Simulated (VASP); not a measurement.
# BN (P6_3mc) in VASP: further runs

BN is run at these levels: PBE; tasks: single point.

All numbers are computed with VASP 6.6.1; they aren't measurements. Logs are shortened: lines on timing, memory, paths and dates and some standing lists are left out, and cuts for length are marked.

**1. The cell of the first run**

Symmetry: P6_3mc, No. 186, hexagonal system. The conventional cell has a = 2.554 Å, b = 2.554 Å, c = 4.227 Å, α = 90.00°, β = 90.00°, γ = 120.00°. B (site symmetry 3m) has 4 N at 1.57 to 1.58 Å within 2.1 Å. Within 2.1 Å of N (site symmetry 3m) lie 4 B at 1.57 to 1.58 Å.

**2. Single point, PBE**

File INCAR:

```
PREC     = Accurate       # precision mode
ENCUT    = 520            # plane-wave cutoff, eV
EDIFF    = 1E-6           # SCF threshold, eV
ISMEAR   = 0              # smearing method
SIGMA    = 0.05           # smearing width, eV
LREAL    = F              # projectors in reciprocal space
LASPH    = T              # aspherical terms in the spheres
NELM     = 100            # most SCF steps
ALGO     = Normal         # electronic algorithm
ISIF     = 2              # what is computed and relaxed
LWAVE    = F              # write WAVECAR
LCHARG   = F              # write CHGCAR
GGA      = PE             # functional
NBANDS   = 16             # bands
```

File KPOINTS:

```
Automatic mesh
0
Gamma
  12 12 6
```

File POSCAR:

```
BN
1.0
    2.5539396017      0.0000000000      0.0000000000
   -1.2769698009      2.2117765748      0.0000000000
    0.0000000000      0.0000000000      4.2268550000
B N
2 2
Direct
    0.6666666667      0.3333333333      0.9997240000
    0.3333333333      0.6666666667      0.4997240000
    0.6666666667      0.3333333333      0.6252760000
    0.3333333333      0.6666666667      0.1252760000
```

Potentials or basis: VASP PAW PBE potentials, release 64 (B, N).

Run with:

```bash
$ cat potpaw_PBE.64/B/POTCAR potpaw_PBE.64/N/POTCAR > POTCAR
$ mpirun -np 1 vasp_std > vasp.out
```

OUTCAR:

```text
PREC = Accurate
   ENCUT = 520
   EDIFF = 1E-6
   ISMEAR = 0
   LREAL = F
   LASPH = T
   NELM = 100
   ISIF = 2
   GGA = PE

 ion  position               nearest neighbor table
   1  0.667  0.333  1.000-   4 1.57   4 1.57   4 1.57   3 1.58
   2  0.333  0.667  0.500-   3 1.57   3 1.57   3 1.57   4 1.58
   3  0.667  0.333  0.625-   2 1.57   2 1.57   2 1.57   1 1.58
   4  0.333  0.667  0.125-   1 1.57   1 1.57   1 1.57   2 1.58

  LATTYP: Found a hexagonal cell.
 ALAT       =     2.5539396017
 C/A-ratio  =     1.6550332659

  Lattice vectors:

 A1 = (   2.5539396017,   0.0000000000,   0.0000000000)
 A2 = (  -1.2769698009,   2.2117765748,   0.0000000000)
 A3 = (   0.0000000000,   0.0000000000,   4.2268550000)

Analysis of symmetry for initial positions (statically):
=====================================================================
 Subroutine PRICEL returns:
 Original cell was already a primitive cell.

 Routine SETGRP: Setting up the symmetry group for a
 hexagonal supercell.

 Subroutine GETGRP returns: Found 12 space group operations
 (whereof  6 operations were pure point group operations)
 out of a pool of 24 trial point group operations.

The static configuration has the point symmetry C_3v.
 The point group associated with its full space group is C_6v.

Analysis of symmetry for dynamics (positions and initial velocities):
=====================================================================
 Subroutine PRICEL returns:
 Original cell was already a primitive cell.

 Routine SETGRP: Setting up the symmetry group for a
 hexagonal supercell.

 Subroutine GETGRP returns: Found 12 space group operations
 (whereof  6 operations were pure point group operations)
 out of a pool of 24 trial point group operations.

The dynamic configuration has the point symmetry C_3v.
 The point group associated with its full space group is C_6v.

 Subroutine INISYM returns: Found 12 space group operations
 (whereof  6 operations are pure point group operations),
 and found     1 'primitive' translations

----------------------------------------------------------------------------------------

                                     Primitive cell

  volume of cell :      23.8764

  direct lattice vectors                    reciprocal lattice vectors
     2.553939602  0.000000000  0.000000000     0.391551938  0.226062617  0.000000000
    -1.276969801  2.211776575  0.000000000     0.000000000  0.452125233  0.000000000
     0.000000000  0.000000000  4.226855000     0.000000000  0.000000000  0.236582518

  length of vectors
     2.553939602  2.553939602  4.226855000     0.452125233  0.452125233  0.236582518

  position of ions in fractional coordinates (direct lattice)
     0.666666667  0.333333333  0.999724000
     0.333333333  0.666666667  0.499724000
     0.666666667  0.333333333  0.625276000
     0.333333333  0.666666667  0.125276000

  ion indices of the primitive-cell ions
   primitive index   ion index
                 1           1
                 2           2
                 3           3
                 4           4

----------------------------------------------------------------------------------------

 KPOINTS: Automatic mesh

Automatic generation of k-mesh.
 Grid dimensions read from file:
 generate k-points for:   12   12    6

 Generating k-lattice:

  Cartesian coordinates                     Fractional coordinates (reciprocal lattice)
     0.032629328  0.018838551  0.000000000     0.083333333  0.000000000  0.000000000
     0.000000000  0.037677103  0.000000000     0.000000000  0.083333333  0.000000000
     0.000000000  0.000000000  0.039430420     0.000000000  0.000000000  0.166666667

  Length of vectors
     0.037677103  0.037677103  0.039430420

  Shift w.r.t. Gamma in fractional coordinates (k-lattice)
     0.000000000  0.000000000  0.000000000

 Subroutine IBZKPT returns following result:
 ===========================================

 Found     76 irreducible k-points:

 Following reciprocal coordinates:
            Coordinates               Weight
  0.000000  0.000000  0.000000      1.000000
  0.083333  0.000000  0.000000      6.000000
  0.166667  0.000000  0.000000      6.000000
  0.250000  0.000000  0.000000      6.000000
  0.333333  0.000000  0.000000      6.000000
  0.416667  0.000000  0.000000      6.000000
[... 16 lines left out ...]
  0.250000  0.000000  0.166667     12.000000
  0.333333  0.000000  0.166667     12.000000
 [... further k-points ...]
   k-points           NKPTS =     76   k-points in BZ     NKDIM =     76   number of bands    NBANDS=     16
   number of dos      NEDOS =    301   number of ions     NIONS =      4
   total plane-waves  NPLWV =  12800
   dimension x,y,z NGX =    20 NGY =   20 NGZ =   32
   dimension x,y,z NGXF=    40 NGYF=   40 NGZF=   64
   ions per type =               2   2
   NGX,Y,Z   is equivalent  to a cutoff of  13.02, 13.02, 12.59 a.u.
   NGXF,Y,Z  is equivalent  to a cutoff of  26.04, 26.04, 25.17 a.u.
 SYSTEM =  unknown system
   PREC   = accura    normal or accurate (medium, high low for compatibility)
   ISTART =      0    job   : 0-new  1-cont  2-samecut
   ICHARG =      2    charge: 1-file 2-atom 10-const
   ISPIN  =      1    spin polarized calculation?
   LNONCOLLINEAR =      F non collinear calculations
   LSORBIT =      F    spin-orbit coupling
   LASPH  =      T    aspherical Exc in radial PAW
   ENCUT  =  520.0 eV  38.22 Ry    6.18 a.u.   4.75  4.75  7.86*2*pi/ulx,y,z
   NELM   =    100;   NELMIN=  2; NELMDL= -5     # of ELM steps
   EDIFF  = 0.1E-05   stopping-criterion for ELM
   LREAL  =      F    real-space projection
   EDIFFG = 0.1E-04   stopping-criterion for IOM
   NSW    =      0    number of steps for IOM
   IBRION =     -1    ionic relax: 0-MD 1-quasi-New 2-CG
   NFREE  =      0    steps in history (QN), initial steepest desc. (CG)
   ISIF   =      2    stress and relaxation
   ISYM   =      2    0-nonsym 1-usesym 2-fastsym
   POTIM  = 0.5000    time-step for ionic-motion
   TEBEG  =    0.0;   TEEND  =   0.0 temperature during run
   PSTRESS=    0.0 pullay stress
   NELECT =      16.0000    total number of electrons
   NUPDOWN=      -1.0000    fix difference up-down
   EMIN   =  10.00;   EMAX   =-10.00  energy-range for DOS
   EFERMI =   0.00;   METHOD = LEGACY
   ISMEAR =     0;   SIGMA  =   0.05  broadening in eV -4-tet -1-fermi 0-gaus
   EFERMI_NEDOS =   21; number of points for ismear=-14 and -15
   IALGO  =     38    algorithm
   IMIX   =      4    mixing-type and parameters
     AMIX     =   0.40;   BMIX     =  1.00
     AMIX_MAG =   1.60;   BMIX_MAG =  1.00
  volume/ion in A,a.u.               =       5.97        40.28
  Fermi-wavevector in a.u.,A,eV,Ry     =   1.432600  2.707222 27.923836  2.052344
  Thomas-Fermi vector in A             =   2.552210
   LORBIT       =      0    0 simple, 1 ext, 2 COOP (PROOUT), +10 PAW based schemes
   GGA     = PE    functional components
   LHFCALC =     F    Hartree Fock is set to
   AEXX    =    0.0000 exact exchange contribution
   IVDW    =     0    specifies the selected vdW correction
   LEPSILON=     F    determine dielectric tensor
   LRPA    =     F    only Hartree local field effects (RPA)
 non-spin polarized calculation
 Gauss-broadening in eV      SIGMA  =   0.05
  energy-cutoff  :      520.00
  volume of cell :       23.88
 maximum number of plane-waves:       660
 NGX is ok and might be reduce to    20

 number of electron      16.0000000 magnetization

 Free energy of the ion-electron system (eV)
  ---------------------------------------------------
  ext. energy  EPLUGINS =         0.00000000
  ---------------------------------------------------
  free energy    TOTEN  =       -34.83269652 eV

  energy without entropy =      -34.83269652  energy(sigma->0) =      -34.83269652

 E-fermi :   7.6525     XC(G=0): -12.7611

 val. band max:        7.4319569742   @ k =   0.0000   0.0000   0.0000
 cond. band min:      12.6287831158   @ k =   0.3333   0.3333   0.0000
 fundamental gap:      5.1968261416
 Fermi energy:         7.6525228723

 k-point     1 :       0.0000    0.0000    0.0000
  band No.  band energies     occupation
      1     -12.8569      2.00000
      2      -8.7569      2.00000
      3      -3.3940      2.00000
      4       5.3332      2.00000
      5       5.3332      2.00000
      6       7.1565      2.00000
[... 8 lines left out ...]
     15      19.2544      0.00000
     16      23.5085      0.00000

 k-point     2 :       0.0833    0.0000    0.0000
  band No.  band energies     occupation
      1     -12.7069      2.00000
      2      -8.6421      2.00000
      3      -3.2451      2.00000
      4       4.6447      2.00000
      5       5.0536      2.00000
      6       6.8581      2.00000
[... 8 lines left out ...]
     15      19.6897      0.00000
     16      23.2861      0.00000

 k-point     3 :       0.1667    0.0000    0.0000
  band No.  band energies     occupation
      1     -12.2617      2.00000
      2      -8.3134      2.00000
      3      -2.8045      2.00000
      4       2.9911      2.00000
      5       4.3971      2.00000
      6       5.4504      2.00000
[... 8 lines left out ...]
     15      20.8221      0.00000
     16      22.6489      0.00000

 k-point     4 :       0.2500    0.0000    0.0000
  band No.  band energies     occupation
      1     -11.5388      2.00000
      2      -7.8332      2.00000
      3      -2.0930      2.00000
      4       1.0342      2.00000
      5       3.6616      2.00000
      6       3.6925      2.00000
[... 8 lines left out ...]
     15      22.2862      0.00000
     16      22.7237      0.00000

 k-point     5 :       0.3333    0.0000    0.0000
  band No.  band energies     occupation
      1     -10.5803      2.00000
      2      -7.3673      2.00000
      3      -1.1716      2.00000
      4      -0.7080      2.00000
      5       1.9374      2.00000
      6       3.0422      2.00000
[... 8 lines left out ...]
     15      23.0717      0.00000
     16      23.7005      0.00000

 k-point     6 :       0.4167    0.0000    0.0000
  band No.  band energies     occupation
      1      -9.5009      2.00000
      2      -7.2664      2.00000
      3      -1.7775      2.00000
      4      -0.1968      2.00000
      5       0.5345      2.00000
      6       2.6399      2.00000
[... 8 lines left out ...]
     15      23.4770      0.00000
     16      24.7166      0.00000
[... 267 lines left out ...]
 k-point    21 :       0.0833    0.0000    0.1667
  band No.  band energies     occupation
      1     -12.5429      2.00000
      2      -9.1885      2.00000
      3      -2.4126      2.00000
      4       4.7673      2.00000
      5       5.1746      2.00000
      6       6.0897      2.00000
[... 8 lines left out ...]
     15      19.3838      0.00000
     16      22.9494      0.00000

 k-point    22 :       0.1667    0.0000    0.1667
  band No.  band energies     occupation
      1     -12.1002      2.00000
      2      -8.8314      2.00000
      3      -2.0245      2.00000
      4       3.1346      2.00000
      5       4.5271      2.00000
      6       5.0120      2.00000
[... 8 lines left out ...]
     15      20.5114      0.00000
     16      22.6125      0.00000

 k-point    23 :       0.2500    0.0000    0.1667
  band No.  band energies     occupation
      1     -11.3823      2.00000
      2      -8.2931      2.00000
      3      -1.4583      2.00000
      4       1.2515      2.00000
      5       3.2625      2.00000
      6       3.7989      2.00000
[... 8 lines left out ...]
     15      21.9549      0.00000
     16      22.7905      0.00000

 k-point    24 :       0.3333    0.0000    0.1667
  band No.  band energies     occupation
      1     -10.4339      2.00000
      2      -7.7161      2.00000
      3      -1.3115      2.00000
      4       0.1233      2.00000
      5       1.4964      2.00000
      6       3.1842      2.00000
[... 8 lines left out ...]
     15      23.3219      0.00000
     16      23.5733      0.00000

 [... further k-points ...]
[... 5 lines left out ...]
  --------------------------------------------------------------------------------------
  -------------------------------------------------------------------------------------
  Total        0.0673496      0.0673496     -0.0482420     -0.0000000      0.0000000      0.0000000
  in kB        4.5193566      4.5193566     -3.2371779     -0.0000000      0.0000000      0.0000000
  external PRESSURE =       1.9338451 kB  Pullay stress =       0.0000000 kB

 VOLUME and BASIS-vectors are now :
 -----------------------------------------------------------------------------
  energy-cutoff  :      520.00
  volume of cell :       23.88
      direct lattice vectors                 reciprocal lattice vectors
     2.553939602  0.000000000  0.000000000     0.391551938  0.226062617  0.000000000
    -1.276969801  2.211776575  0.000000000     0.000000000  0.452125233  0.000000000
     0.000000000  0.000000000  4.226855000     0.000000000  0.000000000  0.236582518

 POSITION                                       TOTAL-FORCE (eV/Angst)
 -----------------------------------------------------------------------------------
      1.27697      0.73726      4.22569         0.000000      0.000000      0.014261
     -0.00000      1.47452      2.11226        -0.000000      0.000000      0.014261
      1.27697      0.73726      2.64295         0.000000     -0.000000     -0.014261
     -0.00000      1.47452      0.52952        -0.000000     -0.000000     -0.014261
 -----------------------------------------------------------------------------------
    total drift:                                0.000000      0.000000      0.000177

  FREE ENERGIE OF THE ION-ELECTRON SYSTEM (eV)
  ---------------------------------------------------
  free  energy   TOTEN  =       -34.8326965185 eV

  energy  without entropy=      -34.8326965185  energy(sigma->0) =      -34.83269652
```

Wall time 18 s (1 thread of Intel Xeon Platinum 8488C (Sapphire Rapids), shared host); peak memory 0.14 GiB.

What came out:

```
Free energy            : -34.8327 eV
Pressure               : 0.2 GPa
Largest force          : 0.014 eV/Å
Band gap on the k mesh : 5.20 eV, indirect (least direct gap 8.23 eV)
```

Forces in eV/Å, atoms in the order of the input:
```
B    0.000  0.000  0.014
B    0.000  0.000  0.014
N    0.000  0.000 -0.014
N    0.000  0.000 -0.014
```

**3. Single point, PBE**

This run uses another cell than the first one: it holds 12 atoms, not 4.

File INCAR:

```
PREC = Accurate ; ENCUT = 520
EDIFF = 1E-7 ; ISMEAR = 0
SIGMA = 0.05 ; LREAL = F
LASPH = T ; NELM = 100
ALGO = Normal ; ISIF = 2
LWAVE = F ; LCHARG = T
GGA = PE ; LELF = T
LVHAR = T ; NBANDS = 36
```

File KPOINTS:

```
Automatic mesh
0
Gamma
  10 10 2
```

File POSCAR:

```
BN
1.0
   -2.5539396017      0.0000000000      0.0000000000
   -1.2769698008     -2.2117765748      0.0000000000
    0.0000000000      0.0000000000     12.6805650000
B N
6 6
Direct
    0.6666666667      0.6666666667      0.3332413333
    0.6666666667      0.6666666667      0.6665746667
    0.6666666667      0.6666666667      0.9999080000
    0.3333333333      0.3333333333      0.1665746667
    0.3333333333      0.3333333333      0.4999080000
    0.3333333333      0.3333333333      0.8332413333
    0.6666666667      0.6666666667      0.2084253333
    0.6666666667      0.6666666667      0.5417586667
    0.6666666667      0.6666666667      0.8750920000
    0.3333333333      0.3333333333      0.0417586667
    0.3333333333      0.3333333333      0.3750920000
    0.3333333333      0.3333333333      0.7084253333
```

Potentials or basis: VASP PAW PBE potentials, release 64 (B, N).

Run with:

```bash
$ cat potpaw_PBE.64/B/POTCAR potpaw_PBE.64/N/POTCAR > POTCAR
$ mpirun -np 1 vasp_std > vasp.out
```

Wall time 2.2 min (1 thread of Intel Xeon 8259CL, shared host); peak memory 0.21 GiB.

Results (log left out):

| Quantity | Value |
| --- | --- |
| Free energy | -104.4981 eV |
| Pressure | 0.2 GPa |
| Largest force | 0.014 eV/Å |
| Band gap on the k mesh | 5.39 eV |

Forces in eV/Å, atoms in the order of the input:
```
B    0.000  0.000  0.014
B    0.000  0.000  0.014
B    0.000  0.000  0.014
B    0.000  0.000  0.014
B    0.000  0.000  0.014
B    0.000  0.000  0.014
N    0.000  0.000 -0.014
N    0.000  0.000 -0.014
N    0.000  0.000 -0.014
N    0.000  0.000 -0.014
N    0.000  0.000 -0.014
N    0.000  0.000 -0.014
```

Stress tensor (GPa, compression positive):
```
 0.45  0.00  0.00
 0.00  0.45  0.00
 0.00  0.00 -0.33
```

Levels at points of the mesh, in eV from the valence-band top:
| k point | band 20 | band 21 | band 22 | band 23 | band 24 | band 25 | band 26 | band 27 | band 28 | band 29 |
| --- | --- | --- | --- | --- | --- | --- | --- | --- | --- | --- |
| (0.00, 0.00, 0.00) | -0.62 | -0.62 | -0.28 | 0.00 | 0.00 | 8.33 | 8.33 | 8.53 | 9.08 | 9.08 |
| (0.50, 0.00, 0.00) | -3.23 | -3.23 | -2.99 | -2.99 | -2.09 | 6.48 | 6.48 | 6.68 | 6.84 | 6.84 |
| (0.00, 0.00, 0.50) | -1.16 | -0.17 | -0.17 | -0.17 | -0.17 | 8.53 | 8.53 | 8.53 | 8.53 | 8.90 |
| (0.50, 0.00, 0.50) | -3.73 | -3.55 | -3.55 | -2.35 | -2.35 | 6.55 | 6.55 | 6.76 | 6.76 | 7.27 |

A k mesh can miss the band edges. A hybrid or GW would open this gap; PBE tends to underestimate it.
